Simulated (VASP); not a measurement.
# AgI (F-43m) in VASP: settings compared

Aim: see how the results for AgI move with the level of theory and the settings. Levels: PBE-based screened hybrid with 40 % exact exchange, HSE06. Tasks: single point.

Program: VASP 6.6.1. These are calculated values, not measurements. Logs are shortened: lines on timing, memory, paths and dates and some standing lists are left out, and cuts for length are marked.

## (1) The cell of the first run

The structure is cubic, space group F-43m (No. 216). The conventional cell has a = 6.577 Å, b = 6.577 Å, c = 6.577 Å, α = 90.00°, β = 90.00°, γ = 90.00°. Within 3.8 Å of Ag (site symmetry -43m) lie 4 I at 2.85 Å. I (site symmetry -43m) has 4 Ag at 2.85 Å within 3.8 Å.

## (2) Single point, PBE-based screened hybrid with 40 % exact exchange

POSCAR

```
AgI
1.0
    0.0000000000      3.2885749246      3.2885749246
    3.2885749246      0.0000000000      3.2885749246
    3.2885749246      3.2885749246      0.0000000000
Ag I
1 1
Direct
    0.0000000000      0.0000000000      0.0000000000
    0.2500000000      0.2500000000      0.2500000000
```

INCAR.step1

```
SYSTEM = AgI
  PREC = Accurate
  ENCUT = 400
  EDIFF = 1E-5
  ISMEAR = 0
  SIGMA = 0.01
  LREAL = .False.
  LASPH = .True.
  NELM = 120
  ALGO = Normal
  ISIF = 2
  LWAVE = .True.
  LCHARG = .False.
  NBANDS = 16
  GGA = PE
  GGA_COMPAT = .False.
```

INCAR.step2

```
SYSTEM = AgI
  PREC = Accurate
  ENCUT = 400
  EDIFF = 1E-6
  ISMEAR = 0
  SIGMA = 0.01
  LREAL = .False.
  LASPH = .True.
  NELM = 120
  ALGO = Normal
  ISIF = 2
  LWAVE = .False.
  LCHARG = .False.
  GGA = PE
  LHFCALC = .True.
  AEXX = 0.4
  HFSCREEN = 0.5
  PRECFOCK = Normal
  NBANDS = 16
  ISTART = 1
  GGA_COMPAT = .False.
```

KPOINTS

```
Automatic mesh
0
Gamma
  4 4 4
  0 0 0
```

Potentials or basis: VASP PAW PBE potentials, release 64 (Ag, I).

Command:

```sh
> cat potpaw_PBE.64/Ag/POTCAR potpaw_PBE.64/I/POTCAR > POTCAR
> cp INCAR.step1 INCAR
> mpirun -np 1 vasp_std > vasp.out
> cp INCAR.step2 INCAR
> mpirun -np 1 vasp_std > vasp.out
```

OUTCAR:

```text
SYSTEM = AgI
   PREC = Accurate
   ENCUT = 400
   EDIFF = 1E-6
   ISMEAR = 0
   LREAL = .False.
   LASPH = .True.
   NELM = 120
   ISIF = 2
   GGA = PE
   LHFCALC = .True.
   AEXX = 0.4
   HFSCREEN = 0.5
   PRECFOCK = Normal
   ISTART = 1

 ion  position               nearest neighbor table
   1  0.000  0.000  0.000-   2 2.85   2 2.85   2 2.85   2 2.85
   2  0.250  0.250  0.250-   1 2.85   1 2.85   1 2.85   1 2.85

  LATTYP: Found a face centered cubic cell.
 ALAT       =     6.5771498492

  Lattice vectors:

 A1 = (   0.0000000000,   3.2885749246,   3.2885749246)
 A2 = (   3.2885749246,   0.0000000000,   3.2885749246)
 A3 = (   3.2885749246,   3.2885749246,   0.0000000000)

Analysis of symmetry for initial positions (statically):
=====================================================================
 Subroutine PRICEL returns:
 Original cell was already a primitive cell.

 Routine SETGRP: Setting up the symmetry group for a
 face centered cubic supercell.

 Subroutine GETGRP returns: Found 24 space group operations
 (whereof 24 operations were pure point group operations)
 out of a pool of 48 trial point group operations.

The static configuration has the point symmetry T_d .

Analysis of symmetry for dynamics (positions and initial velocities):
=====================================================================
 Subroutine PRICEL returns:
 Original cell was already a primitive cell.

 Routine SETGRP: Setting up the symmetry group for a
 face centered cubic supercell.

 Subroutine GETGRP returns: Found 24 space group operations
 (whereof 24 operations were pure point group operations)
 out of a pool of 48 trial point group operations.

The dynamic configuration has the point symmetry T_d .

 Subroutine INISYM returns: Found 24 space group operations
 (whereof 24 operations are pure point group operations),
 and found     1 'primitive' translations

----------------------------------------------------------------------------------------

                                     Primitive cell

  volume of cell :      71.1301

  direct lattice vectors                    reciprocal lattice vectors
     0.000000000  3.288574925  3.288574925    -0.152041541  0.152041541  0.152041541
     3.288574925  0.000000000  3.288574925     0.152041541 -0.152041541  0.152041541
     3.288574925  3.288574925  0.000000000     0.152041541  0.152041541 -0.152041541

  length of vectors
     4.650747259  4.650747259  4.650747259     0.263343674  0.263343674  0.263343674

  position of ions in fractional coordinates (direct lattice)
     0.000000000  0.000000000  0.000000000
     0.250000000  0.250000000  0.250000000

  ion indices of the primitive-cell ions
   primitive index   ion index
                 1           1
                 2           2

----------------------------------------------------------------------------------------

 KPOINTS: Automatic mesh

Automatic generation of k-mesh.
 Grid dimensions read from file:
 generate k-points for:    4    4    4

 Generating k-lattice:

  Cartesian coordinates                     Fractional coordinates (reciprocal lattice)
    -0.038010385  0.038010385  0.038010385     0.250000000  0.000000000  0.000000000
     0.038010385 -0.038010385  0.038010385     0.000000000  0.250000000  0.000000000
     0.038010385  0.038010385 -0.038010385     0.000000000  0.000000000  0.250000000

  Length of vectors
     0.065835919  0.065835919  0.065835919

  Shift w.r.t. Gamma in fractional coordinates (k-lattice)
     0.000000000  0.000000000  0.000000000

 Subroutine IBZKPT returns following result:
 ===========================================

 Found      8 irreducible k-points:

 Following reciprocal coordinates:
            Coordinates               Weight
  0.000000  0.000000  0.000000      1.000000
  0.250000  0.000000  0.000000      8.000000
  0.500000  0.000000  0.000000      4.000000
  0.250000  0.250000  0.000000      6.000000
  0.500000  0.250000  0.000000     24.000000
 -0.250000  0.250000  0.000000     12.000000
  0.500000  0.500000  0.000000      3.000000
 -0.250000  0.500000  0.250000      6.000000
   k-points           NKPTS =      8   k-points in BZ     NKDIM =     64   number of bands    NBANDS=     16
   number of dos      NEDOS =    301   number of ions     NIONS =      2
   total plane-waves  NPLWV =  27000
   dimension x,y,z NGX =    30 NGY =   30 NGZ =   30
   dimension x,y,z NGXF=    60 NGYF=   60 NGZF=   60
   ions per type =               1   1
   NGX,Y,Z   is equivalent  to a cutoff of  10.72, 10.72, 10.72 a.u.
   NGXF,Y,Z  is equivalent  to a cutoff of  21.45, 21.45, 21.45 a.u.
 SYSTEM =  AgI
   PREC   = accura    normal or accurate (medium, high low for compatibility)
   ISTART =      1    job   : 0-new  1-cont  2-samecut
   ICHARG =      0    charge: 1-file 2-atom 10-const
   ISPIN  =      1    spin polarized calculation?
   LNONCOLLINEAR =      F non collinear calculations
   LSORBIT =      F    spin-orbit coupling
   LASPH  =      T    aspherical Exc in radial PAW
   ENCUT  =  400.0 eV  29.40 Ry    5.42 a.u.   7.58  7.58  7.58*2*pi/ulx,y,z
   NELM   =    120;   NELMIN=  2; NELMDL=  0     # of ELM steps
   EDIFF  = 0.1E-05   stopping-criterion for ELM
   LREAL  =      F    real-space projection
   EDIFFG = 0.1E-04   stopping-criterion for IOM
   NSW    =      0    number of steps for IOM
   IBRION =     -1    ionic relax: 0-MD 1-quasi-New 2-CG
   NFREE  =      0    steps in history (QN), initial steepest desc. (CG)
   ISIF   =      2    stress and relaxation
   ISYM   =      3    0-nonsym 1-usesym 2-fastsym
   POTIM  = 0.5000    time-step for ionic-motion
   TEBEG  =    0.0;   TEEND  =   0.0 temperature during run
   PSTRESS=    0.0 pullay stress
   NELECT =      18.0000    total number of electrons
   NUPDOWN=      -1.0000    fix difference up-down
   EMIN   =  10.00;   EMAX   =-10.00  energy-range for DOS
   EFERMI =   0.00;   METHOD = LEGACY
   ISMEAR =     0;   SIGMA  =   0.01  broadening in eV -4-tet -1-fermi 0-gaus
   EFERMI_NEDOS =   21; number of points for ismear=-14 and -15
   IALGO  =     38    algorithm
   IMIX   =      1    mixing-type and parameters
     AMIX     =   0.40;   BMIX     =  1.00
     AMIX_MAG =   1.60;   BMIX_MAG =  1.00
  volume/ion in A,a.u.               =      35.57       240.00
  Fermi-wavevector in a.u.,A,eV,Ry     =   1.035495  1.956801 14.588840  1.072250
  Thomas-Fermi vector in A             =   2.169841
   LORBIT       =      0    0 simple, 1 ext, 2 COOP (PROOUT), +10 PAW based schemes
   GGA     = PE    functional components
   LHFCALC =     T    Hartree Fock is set to
   PRECFOCK=normal    Normal, Fast or Accurate (Low or Medium for compatibility)
   ENCUT4O =  -1.0   cutoff for four orbital integrals eV
   NKREDX  =     1    reduce k-point grid by
   NKREDY  =     1    reduce k-point grid by
   NKREDZ  =     1    reduce k-point grid by
   AEXX    =    0.4000 exact exchange contribution
   HFSCREEN=    0.5000 screening length (either q_TF or 0.3 A-1)
   HFSCREENC=   0.5000 screening length for correlation (either q_TF or 0.3 A-1)
   ENCUTFOCK=  -1.0 apply spherical cutoff to Coloumb kernel
   IVDW    =     0    specifies the selected vdW correction
   LEPSILON=     F    determine dielectric tensor
   LRPA    =     F    only Hartree local field effects (RPA)
 non-spin polarized calculation
 Gauss-broadening in eV      SIGMA  =   0.01
  energy-cutoff  :      400.00
  volume of cell :       71.13
 maximum number of plane-waves:      1308
  NGX = 24; NGY = 24; NGZ = 24

 number of electron      17.9999993 magnetization

 Free energy of the ion-electron system (eV)
  ---------------------------------------------------
  ext. energy  EPLUGINS =         0.00000000
  ---------------------------------------------------
  free energy    TOTEN  =        -5.56063085 eV

  energy without entropy =       -5.56063085  energy(sigma->0) =       -5.56063085

 E-fermi :   2.0437     XC(G=0):  -6.6526

 val. band max:        2.0014064424   @ k =   0.0000   0.0000   0.0000
 cond. band min:       4.3574059709   @ k =   0.0000   0.0000   0.0000
 fundamental gap:      2.3559995284
 Fermi energy:         2.0437497248

 k-point     1 :       0.0000    0.0000    0.0000
  band No.  band energies     occupation
      1     -11.5210      2.00000
      2      -2.6616      2.00000
      3      -2.6616      2.00000
      4      -2.6616      2.00000
      5      -1.7014      2.00000
      6      -1.7014      2.00000
[... 8 lines left out ...]
     15      13.0443      0.00000
     16      13.0443      0.00000

 k-point     2 :       0.2500    0.0000    0.0000
  band No.  band energies     occupation
      1     -11.3858      2.00000
      2      -2.5694      2.00000
      3      -2.5694      2.00000
      4      -2.5291      2.00000
      5      -1.7033      2.00000
      6      -1.7033      2.00000
[... 8 lines left out ...]
     15      12.2295      0.00000
     16      12.4520      0.00000

 k-point     3 :       0.5000    0.0000    0.0000
  band No.  band energies     occupation
      1     -11.2441      2.00000
      2      -2.4854      2.00000
      3      -2.4854      2.00000
      4      -1.8056      2.00000
      5      -1.6782      2.00000
      6      -1.6782      2.00000
[... 8 lines left out ...]
     15      13.9668      0.00000
     16      13.9668      0.00000

 k-point     4 :       0.2500    0.2500    0.0000
  band No.  band energies     occupation
      1     -11.3409      2.00000
      2      -2.6438      2.00000
      3      -2.4578      2.00000
      4      -2.4578      2.00000
      5      -1.7475      2.00000
      6      -1.6647      2.00000
[... 8 lines left out ...]
     15      13.3758      0.00000
     16      15.3133      0.00000

 k-point     5 :       0.5000    0.2500    0.0000
  band No.  band energies     occupation
      1     -11.1996      2.00000
      2      -2.4983      2.00000
      3      -2.3364      2.00000
      4      -2.0748      2.00000
      5      -1.6636      2.00000
      6      -1.6172      2.00000
[... 8 lines left out ...]
     15      14.1000      0.00000
     16      14.8528      0.00000

 k-point     6 :      -0.2500    0.2500    0.0000
  band No.  band energies     occupation
      1     -11.2465      2.00000
      2      -2.4626      2.00000
      3      -2.4527      2.00000
      4      -2.1987      2.00000
      5      -1.7234      2.00000
      6      -1.6729      2.00000
[... 8 lines left out ...]
     15      13.5548      0.00000
     16      14.8697      0.00000

 k-point     7 :       0.5000    0.5000    0.0000
  band No.  band energies     occupation
      1     -11.1531      2.00000
      2      -2.5500      2.00000
      3      -2.1589      2.00000
      4      -2.1589      2.00000
      5      -1.6277      2.00000
      6      -1.5680      2.00000
[... 8 lines left out ...]
     15      13.8542      0.00000
     16      14.8989      0.00000

 k-point     8 :      -0.2500    0.5000    0.2500
  band No.  band energies     occupation
      1     -11.1526      2.00000
      2      -2.4580      2.00000
      3      -2.1901      2.00000
      4      -1.9622      2.00000
      5      -1.7642      2.00000
      6      -1.4205      2.00000
[... 8 lines left out ...]
     15      14.6613      0.00000
     16      14.7750      0.00000

------------------------ aborting loop because EDIFF is reached ----------------------------------------

  FORCE on cell =-STRESS in cart. coord.  units (eV):
  Direction    XX          YY          ZZ          XY          YZ          ZX
  --------------------------------------------------------------------------------------
  -------------------------------------------------------------------------------------
  Total        0.2670071      0.2670071      0.2670071      0.0000000      0.0000000     -0.0000000
  in kB        6.0142309      6.0142309      6.0142309      0.0000000      0.0000000     -0.0000000
  external PRESSURE =       6.0142309 kB  Pullay stress =       0.0000000 kB

 VOLUME and BASIS-vectors are now :
 -----------------------------------------------------------------------------
  energy-cutoff  :      400.00
  volume of cell :       71.13
      direct lattice vectors                 reciprocal lattice vectors
     0.000000000  3.288574925  3.288574925    -0.152041541  0.152041541  0.152041541
     3.288574925  0.000000000  3.288574925     0.152041541 -0.152041541  0.152041541
     3.288574925  3.288574925  0.000000000     0.152041541  0.152041541 -0.152041541

 POSITION                                       TOTAL-FORCE (eV/Angst)
 -----------------------------------------------------------------------------------
      0.00000      0.00000      0.00000         0.000000      0.000000     -0.000000
      1.64429      1.64429      1.64429        -0.000000     -0.000000      0.000000
 -----------------------------------------------------------------------------------
    total drift:                               -0.000050     -0.000007      0.000001

  FREE ENERGIE OF THE ION-ELECTRON SYSTEM (eV)
  ---------------------------------------------------
  free  energy   TOTEN  =        -5.5606308504 eV

  energy  without entropy=       -5.5606308504  energy(sigma->0) =       -5.56063085
```

Run time: 6.4 min. Hardware: 1 thread of AMD EPYC 7R13 (Zen 3), shared host; peak memory 0.26 GiB.

Results:

| Quantity | Value |
| --- | --- |
| Free energy | -5.5606 eV |
| Pressure | 0.6 GPa |
| Band gap on the k mesh | 2.36 eV |

Levels at points of the mesh, in eV from the valence-band top:
| k point | band 7 | band 8 | band 9 | band 10 | band 11 | band 12 |
| --- | --- | --- | --- | --- | --- | --- |
| (0.00, 0.00, 0.00) | 0.00 | 0.00 | 0.00 | 2.36 | 6.84 | 6.84 |
| (0.50, 0.00, 0.00) | -3.57 | -0.69 | -0.69 | 3.81 | 7.26 | 7.26 |
| (0.50, 0.50, 0.00) | -2.82 | -1.73 | -1.73 | 4.52 | 4.87 | 9.46 |

Caveat: the structure was generated, so it needn't be the stable form of AgI; the PAW data sets were made with another functional, which shifts forces and pressure a little; spin-orbit coupling is left out, which moves the levels of the heavy elements.

## (3) Single point, HSE06

POSCAR is that of step 2.

INCAR.step1

```
ALGO     = Normal         # electronic algorithm
EDIFF    = 1E-5           # SCF threshold, eV
ENCUT    = 400            # plane-wave cutoff, eV
GGA      = PE             # functional
GGA_COMPAT= False        
ISIF     = 2              # what is computed and relaxed
ISMEAR   = 1              # smearing method
LASPH    = True           # aspherical terms in the spheres
LCHARG   = False          # write CHGCAR
LREAL    = False          # projectors in reciprocal space
LWAVE    = True           # write WAVECAR
NBANDS   = 16             # bands
NELM     = 120            # most SCF steps
PREC     = Accurate       # precision mode
SIGMA    = 0.346          # smearing width, eV
```

INCAR.step2

```
ALGO     = Normal         # electronic algorithm
EDIFF    = 1E-6           # SCF threshold, eV
ENCUT    = 400            # plane-wave cutoff, eV
GGA      = PE             # functional
GGA_COMPAT= False        
HFSCREEN = 0.2079         # screening, 1/A
ISIF     = 2              # what is computed and relaxed
ISMEAR   = 1              # smearing method
ISTART   = 1            
LASPH    = True           # aspherical terms in the spheres
LCHARG   = False          # write CHGCAR
LHFCALC  = True           # exact exchange
LREAL    = False          # projectors in reciprocal space
LWAVE    = False          # write WAVECAR
NBANDS   = 16             # bands
NELM     = 120            # most SCF steps
PREC     = Accurate       # precision mode
PRECFOCK = Normal       
SIGMA    = 0.346          # smearing width, eV
```

KPOINTS

```
k-points
0
Gamma
  4 4 4
```

Potentials or basis: VASP PAW PBE potentials, release 64 (Ag, I).

Command:

```sh
> cat potpaw_PBE.64/Ag/POTCAR potpaw_PBE.64/I/POTCAR > POTCAR
> cp INCAR.step1 INCAR
> mpirun -np 1 vasp_std > vasp.out
> cp INCAR.step2 INCAR
> mpirun -np 1 vasp_std > vasp.out
```

Run time: 5.2 min. Hardware: 1 thread of AMD EPYC 7R13 (Zen 3), shared host; peak memory 0.26 GiB.

It converged, with:

* Free energy: -5.7212 eV
* Pressure: 0.4 GPa
* Band gap on the k mesh: 2.48 eV

Levels at points of the mesh, in eV from the valence-band top:
```csv
k point,band 7,band 8,band 9,band 10,band 11,band 12
"(0.00, 0.00, 0.00)",0.00,0.00,0.00,2.48,6.99,6.99
"(0.50, 0.00, 0.00)",-3.44,-0.72,-0.72,3.95,7.44,7.44
"(0.50, 0.50, 0.00)",-2.82,-1.79,-1.79,4.69,5.03,9.65
```

Caveat: the structure was generated, so it needn't be the stable form of AgI; the PAW data sets were made with another functional, which shifts forces and pressure a little; spin-orbit coupling is left out, which moves the levels of the heavy elements.
